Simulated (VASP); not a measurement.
# La6Si15Os5 (a cell with a defect) in VASP: single point with PBEsol

Aim: the single point of La6Si15Os5 (a cell with a defect) with PBEsol.

Everything below comes from runs of VASP 6.6.1. Logs are shortened: lines on timing, memory, paths and dates and some standing lists are left out, and cuts for length are marked.

## Step 1: The cell of the first run

The cell holds a defect, 26 atoms: a = 8.357 Å, b = 8.357 Å, c = 8.357 Å, α = 106.89°, β = 110.78°, γ = 110.78°.

## Step 2: Single point, PBEsol

Input file INCAR:

```
PREC = Accurate ; ENCUT = 520
EDIFF = 1E-6 ; ISMEAR = 0
SIGMA = 0.05 ; LREAL = Auto
LASPH = T ; NELM = 60
ALGO = Normal ; ISIF = 2
LWAVE = F ; LCHARG = F
GGA = PS ; NBANDS = 102
```

Input file KPOINTS:

```
regular mesh
0
Gamma
  3 3 3
```

Input file POSCAR:

```
La6Si15Os5
1.0
   -6.3687984534     -2.1229328178     -4.9777026545
    2.1229328178     -6.3687984534      4.9777026545
   -2.1229328178      6.3687984534      4.9777026545
La Os Si
6 5 15
Direct
    0.3666399674      0.8187075689      0.6075708647
    0.2005229066      0.4213152615      0.8206216926
    0.0346860650      1.0423194638      1.0519758028
    0.5732892920      0.1675419928      0.4237174801
    0.8276104055      0.6517667076      0.1937273881
    0.7006957037      0.7489640755      0.6482006053
    0.8009203100      0.2695587660      0.8712856572
    0.6002984733      0.8718286031      0.0684222742
    0.3959308585      0.4619308712      0.2620785949
    0.0053625558      0.6676332564      0.6658507193
    0.2005712261      0.0707603789      0.4699206754
    0.3911942979      0.2226064057      0.0186455357
    0.2006632238      0.8245446044      0.2240405159
    0.0100013958      0.4289524863      0.4311557585
    0.5655808703      0.6014795264      0.8415199964
    0.8352401793      0.0771733442      0.6353460484
    0.4913273597      0.7655128570      0.2656357997
    0.3122060158      0.3840003636      0.4880233899
    0.0890485639      0.9772791949      0.6715608291
    0.7004696915      0.1813776208      0.0804955160
    0.9103767810      0.5759454080      0.8743076738
    0.7006801434      0.4669547111      0.3661021998
    0.4967539796      0.2687930535      0.7868149798
    0.3036148268      0.8819172647      0.9808686790
    0.9045888611      0.0917402797      0.3717774600
    0.0976047010      0.4785538448      0.1781555829
```

Potentials or basis: VASP PAW PBE potentials, release 64 (La, Os, Si).

Launch:

```console
> cat potpaw_PBE.64/La/POTCAR potpaw_PBE.64/Os/POTCAR potpaw_PBE.64/Si/POTCAR > POTCAR
> mpirun -np 1 vasp_std > vasp.out
```

OUTCAR:

```text
PREC = Accurate
   ENCUT = 520
   EDIFF = 1E-6
   ISMEAR = 0
   LREAL = Auto
   LASPH = T
   NELM = 60
   ISIF = 2
   GGA = PS

 ion  position               nearest neighbor table
   1  0.367  0.819  0.608-   6 2.97  14 2.98  13 3.03  10 3.11  26 3.14  11 3.17  19 3.17  23 3.20
                            24 3.27  18 3.29  17 3.34   8 3.45   7 3.47
   2  0.201  0.421  0.821-  15 2.80  16 2.80  12 3.10  14 3.11  19 3.20  18 3.20  25 3.22  23 3.22
                            21 3.23  17 3.23   9 3.32  10 3.32  26 3.34  24 3.34   7 3.35   8 3.36
   3  0.035  0.042  0.052-   6 2.97  12 2.98  13 3.03   9 3.11  24 3.13  11 3.17  18 3.17  25 3.20
                            26 3.27  19 3.29  21 3.34   7 3.45   8 3.47
   4  0.573  0.168  0.424-  22 2.61  16 2.77  13 2.81  17 2.94  24 3.10  11 3.12  25 3.19   7 3.21
                            23 3.26  18 3.37   8 3.40  20 3.41
   5  0.828  0.652  0.194-  22 2.61  15 2.77  13 2.81  21 2.94  26 3.10  11 3.12  23 3.19   8 3.21
                            25 3.26  19 3.38   7 3.40  20 3.41
   6  0.701  0.749  0.648-  16 2.62  15 2.62  22 2.81  10 2.83   9 2.83   3 2.97   1 2.97  19 3.03
                            18 3.03  17 3.12  21 3.13
   7  0.801  0.270  0.871-  16 2.33  26 2.36  20 2.38  23 2.38  21 2.38   4 3.21   2 3.35   5 3.40
                             3 3.45   1 3.47
   8  0.600  0.872  0.068-  15 2.33  24 2.36  20 2.38  25 2.38  17 2.38   5 3.21   2 3.36   4 3.40
                             1 3.45   3 3.47
   9  0.396  0.462  0.262-  22 2.36  17 2.36  12 2.38  26 2.41  18 2.41   6 2.83   3 3.11   2 3.32
[... 7 lines left out ...]
  13  0.201  0.825  0.224-  11 2.45  26 2.57  21 2.57  24 2.57  17 2.57   4 2.81   5 2.81   1 3.03
                             3 3.03
  14  0.010  0.429  0.431-  10 2.38  25 2.47  26 2.56  18 2.58  22 2.60  20 2.62   1 2.98   2 3.11

  15  0.566  0.601  0.842-   8 2.33  23 2.49  18 2.50   6 2.62   5 2.77   2 2.80  21 2.89
  16  0.835  0.077  0.635-   7 2.33  25 2.49  19 2.50   6 2.62   4 2.77   2 2.80  17 2.88
  17  0.491  0.766  0.266-   9 2.36   8 2.38  13 2.57  16 2.88   4 2.94  26 2.96  24 2.97   6 3.12
                            25 3.14   2 3.23   1 3.34
  18  0.312  0.384  0.488-  11 2.38   9 2.41  15 2.50  14 2.58  25 2.98   6 3.03  23 3.04  26 3.07
                             3 3.17   2 3.20   1 3.29   4 3.37
  19  0.089  0.977  0.672-  11 2.38  10 2.41  16 2.50  12 2.58  23 2.98   6 3.03  25 3.04  24 3.07
                             1 3.17   2 3.20   3 3.29   5 3.38
  20  0.700  0.181  0.080-   8 2.38   7 2.38  12 2.62  14 2.62  22 2.84  23 2.90  25 2.90  24 2.98
                            26 2.98   4 3.41   5 3.41
  21  0.910  0.576  0.874-  10 2.36   7 2.38  13 2.57  15 2.89   5 2.94  24 2.96  26 2.97   6 3.13
                            23 3.15   2 3.23   3 3.34
  22  0.701  0.467  0.366-  10 2.36   9 2.36  14 2.60  12 2.60   4 2.61   5 2.61   6 2.81  20 2.84

  23  0.497  0.269  0.787-   7 2.38  11 2.40  12 2.47  15 2.49  20 2.90  19 2.98  18 3.04  21 3.15
                             5 3.19   1 3.20   2 3.22   4 3.26
  24  0.304  0.882  0.981-   8 2.36  10 2.41  12 2.56  13 2.57  21 2.96  17 2.97  20 2.98  19 3.07
                             4 3.10   3 3.13   1 3.27   2 3.34
  25  0.905  0.092  0.372-   8 2.38  11 2.40  14 2.47  16 2.49  20 2.90  18 2.98  19 3.04  17 3.14
                             4 3.19   3 3.20   2 3.22   5 3.26
  26  0.098  0.479  0.178-   7 2.36   9 2.41  14 2.56  13 2.57  17 2.96  21 2.97  20 2.98  18 3.07
                             5 3.10   1 3.14   3 3.27   2 3.34

  LATTYP: Found a body centered tetragonal cell.
 ALAT       =     9.4940441845
 C/A-ratio  =     1.0485947943

  Lattice vectors:

 A1 = (  -2.1229328178,   6.3687984534,  -4.9777026545)
 A2 = (   2.1229328178,  -6.3687984534,  -4.9777026545)
 A3 = (  -6.3687984534,  -2.1229328178,   4.9777026545)

Analysis of symmetry for initial positions (statically):
=====================================================================
 Subroutine PRICEL returns:
 Original cell was already a primitive cell.

 Routine SETGRP: Setting up the symmetry group for a
 body centered tetragonal supercell.

 Subroutine GETGRP returns: Found  1 space group operations
 (whereof  1 operations were pure point group operations)
 out of a pool of 16 trial point group operations.

The static configuration has the point symmetry C_1 .

Analysis of symmetry for dynamics (positions and initial velocities):
=====================================================================
 Subroutine PRICEL returns:
 Original cell was already a primitive cell.

 Routine SETGRP: Setting up the symmetry group for a
 body centered tetragonal supercell.

 Subroutine GETGRP returns: Found  1 space group operations
 (whereof  1 operations were pure point group operations)
 out of a pool of 16 trial point group operations.

The dynamic configuration has the point symmetry C_1 .
[... 95 lines left out ...]
     0.000000000  0.000000000  0.000000000

 Subroutine IBZKPT returns following result:
 ===========================================

 Found     14 irreducible k-points:

 Following reciprocal coordinates:
            Coordinates               Weight
  0.000000  0.000000  0.000000      1.000000
  0.333333  0.000000  0.000000      2.000000
  0.000000 -0.333333  0.333333      2.000000
 -0.000000  0.333333 -0.000000      2.000000
 -0.000000  0.000000  0.333333      2.000000
 -0.333333  0.000000  0.333333      2.000000
 -0.333333  0.333333 -0.000000      2.000000
  0.333333  0.333333 -0.000000      2.000000
  0.000000 -0.333333 -0.333333      2.000000
  0.333333  0.000000  0.333333      2.000000
 -0.333333 -0.333333 -0.333333      2.000000
 -0.333333  0.333333  0.333333      2.000000
  0.333333 -0.333333  0.333333      2.000000
 -0.333333 -0.333333  0.333333      2.000000
   k-points           NKPTS =     14   k-points in BZ     NKDIM =     14   number of bands    NBANDS=    102
   number of dos      NEDOS =    301   number of ions     NIONS =     26
   total plane-waves  NPLWV = 262144
   dimension x,y,z NGX =    64 NGY =   64 NGZ =   64
   dimension x,y,z NGXF=   128 NGYF=  128 NGZF=  128
   ions per type =               6   5  15
   NGX,Y,Z   is equivalent  to a cutoff of  12.73, 12.73, 12.73 a.u.
   NGXF,Y,Z  is equivalent  to a cutoff of  25.46, 25.46, 25.46 a.u.
 SYSTEM =  unknown system
   PREC   = accura    normal or accurate (medium, high low for compatibility)
   ISTART =      0    job   : 0-new  1-cont  2-samecut
   ICHARG =      2    charge: 1-file 2-atom 10-const
   ISPIN  =      1    spin polarized calculation?
   LNONCOLLINEAR =      F non collinear calculations
   LSORBIT =      F    spin-orbit coupling
   LASPH  =      T    aspherical Exc in radial PAW
   ENCUT  =  520.0 eV  38.22 Ry    6.18 a.u.  15.54 15.54 15.54*2*pi/ulx,y,z
   NELM   =     60;   NELMIN=  2; NELMDL= -5     # of ELM steps
   EDIFF  = 0.1E-05   stopping-criterion for ELM
   LREAL  =      T    real-space projection
   EDIFFG = 0.1E-04   stopping-criterion for IOM
   NSW    =      0    number of steps for IOM
   IBRION =     -1    ionic relax: 0-MD 1-quasi-New 2-CG
   NFREE  =      0    steps in history (QN), initial steepest desc. (CG)
   ISIF   =      2    stress and relaxation
   ISYM   =      2    0-nonsym 1-usesym 2-fastsym
   POTIM  = 0.5000    time-step for ionic-motion
   TEBEG  =    0.0;   TEEND  =   0.0 temperature during run
   PSTRESS=    0.0 pullay stress
   NELECT =     166.0000    total number of electrons
   NUPDOWN=      -1.0000    fix difference up-down
   EMIN   =  10.00;   EMAX   =-10.00  energy-range for DOS
   EFERMI =   0.00;   METHOD = LEGACY
   ISMEAR =     0;   SIGMA  =   0.05  broadening in eV -4-tet -1-fermi 0-gaus
   EFERMI_NEDOS =   21; number of points for ismear=-14 and -15
   IALGO  =     38    algorithm
   IMIX   =      4    mixing-type and parameters
     AMIX     =   0.40;   BMIX     =  1.00
     AMIX_MAG =   1.60;   BMIX_MAG =  1.00
  volume/ion in A,a.u.               =      17.26       116.45
  Fermi-wavevector in a.u.,A,eV,Ry     =   1.175259  2.220918 18.792836  1.381235
  Thomas-Fermi vector in A             =   2.311643
   LORBIT       =      0    0 simple, 1 ext, 2 COOP (PROOUT), +10 PAW based schemes
   GGA     = PS    functional components
   LHFCALC =     F    Hartree Fock is set to
   AEXX    =    0.0000 exact exchange contribution
   IVDW    =     0    specifies the selected vdW correction
   LEPSILON=     F    determine dielectric tensor
   LRPA    =     F    only Hartree local field effects (RPA)
 non-spin polarized calculation
 Gauss-broadening in eV      SIGMA  =   0.05
  energy-cutoff  :      520.00
  volume of cell :      448.67
 maximum number of plane-waves:     12115
 NGX is ok and might be reduce to    64
   NGX = 31   NGY = 31   NGZ = 31

 number of electron     165.9999999 magnetization

 Free energy of the ion-electron system (eV)
  ---------------------------------------------------
  ext. energy  EPLUGINS =         0.00000000
  ---------------------------------------------------
  free energy    TOTEN  =      -191.58530864 eV

  energy without entropy =     -191.57026377  energy(sigma->0) =     -191.57778621

 E-fermi :   9.9510     XC(G=0): -11.5561

 val. band max:        9.9508670398   @ k =   0.3333   0.0000   0.0000
 cond. band min:       9.9529948850   @ k =  -0.0000   0.0000   0.3333
 fundamental gap:      0.0021278451
 Fermi energy:         9.9510227214

 k-point     1 :       0.0000    0.0000    0.0000
  band No.  band energies     occupation
      1     -22.2860      2.00000
      2     -22.1668      2.00000
      3     -22.0215      2.00000
      4     -21.9007      2.00000
      5     -21.8977      2.00000
      6     -21.6210      2.00000
[... 1361 lines left out ...]
     94      11.8001      0.00000
     95      11.8339      0.00000
 [bands above 95 left out]

------------------------ aborting loop because EDIFF is reached ----------------------------------------

  FORCE on cell =-STRESS in cart. coord.  units (eV):
  Direction    XX          YY          ZZ          XY          YZ          ZX
  --------------------------------------------------------------------------------------
  -------------------------------------------------------------------------------------
  Total       31.8800033     40.1853290     14.1439821      5.8270801      0.0070070      0.0143741
  in kB      113.8406830    143.4982694     50.5069138     20.8079897      0.0250215      0.0513287
  external PRESSURE =     102.6152888 kB  Pullay stress =       0.0000000 kB

 VOLUME and BASIS-vectors are now :
 -----------------------------------------------------------------------------
  energy-cutoff  :      520.00
  volume of cell :      448.67
      direct lattice vectors                 reciprocal lattice vectors
    -6.368798453 -2.122932818 -4.977702654    -0.141313940 -0.047104647  0.000000000
     2.122932818 -6.368798453  4.977702654    -0.047104647 -0.094209293  0.100447945
    -2.122932818  6.368798453  4.977702654    -0.094209293  0.047104647  0.100447945

 POSITION                                       TOTAL-FORCE (eV/Angst)
 -----------------------------------------------------------------------------------
     -1.88683     -2.12304      5.27457         0.000794      0.000493      0.000325
     -2.12479      2.11741      5.18385         0.001233     -0.001256      0.003198
     -0.24141     -0.01214      0.29672         0.000836     -0.001374     -0.000893
     -4.19501      0.41448      0.08945        -0.003085      0.010548     -0.001303
     -4.29850     -4.67412      0.08902        -0.006957     -0.010043      0.001601
     -4.24868     -2.12927      3.46682        -0.000818      0.001837      0.022786
[... 18 lines left out ...]
     -6.35564     -0.13688     -2.19552         0.001919      0.000472      0.028097
      0.01610     -2.12038      2.78306        -0.009539      0.000150      0.029828
 -----------------------------------------------------------------------------------
    total drift:                                0.002989      0.007162     -0.013153

  FREE ENERGIE OF THE ION-ELECTRON SYSTEM (eV)
  ---------------------------------------------------
  free  energy   TOTEN  =      -191.5853086446 eV

  energy  without entropy=     -191.5702637680  energy(sigma->0) =     -191.57778621
```

Run time: 28 min. Hardware: 1 thread of Intel Xeon 6975P-C (Granite Rapids), shared host; peak memory 0.82 GiB.

What came out:

- Free energy: -191.5853 eV
- Pressure: 10.3 GPa
- Largest force: 0.056 eV/Å
- Band gap on the k mesh: zero (bands 83 and 84 overlap by 0.16 eV)

Forces in eV/Å, atoms in the order of the input:
```
La   0.001  0.000  0.000
La   0.001 -0.001  0.003
La   0.001 -0.001 -0.001
La  -0.003  0.011 -0.001
La  -0.007 -0.010  0.002
La  -0.001  0.002  0.023
Os   0.004  0.004 -0.032
Os  -0.006  0.000 -0.030
Os   0.006  0.007  0.009
Os  -0.006 -0.005  0.009
Os  -0.002 -0.002 -0.046
Si   0.001  0.004 -0.034
Si   0.004 -0.009 -0.021
Si  -0.005 -0.001 -0.037
Si   0.002  0.002 -0.046
Si  -0.004 -0.005 -0.048
Si   0.004 -0.010  0.037
Si  -0.005 -0.002  0.036
Si   0.007  0.005  0.035
Si  -0.002 -0.001  0.051
Si   0.000  0.010  0.031
Si  -0.002 -0.001 -0.056
Si   0.006  0.008  0.029
Si   0.013 -0.002  0.030
Si   0.002  0.000  0.028
Si  -0.010  0.000  0.030
```

Levels at points of the mesh, in eV from the Fermi level:
| k point | band 81 | band 82 | band 83 | band 84 | band 85 | band 86 |
| --- | --- | --- | --- | --- | --- | --- |
| (0.00, 0.00, 0.00) | -0.42 | -0.21 | -0.16 | -0.06 | 0.00 | 0.59 |

Caveat: the PAW data sets were made with another functional, which shifts forces and pressure a little; spin-orbit coupling is left out, which moves the levels of the heavy elements.
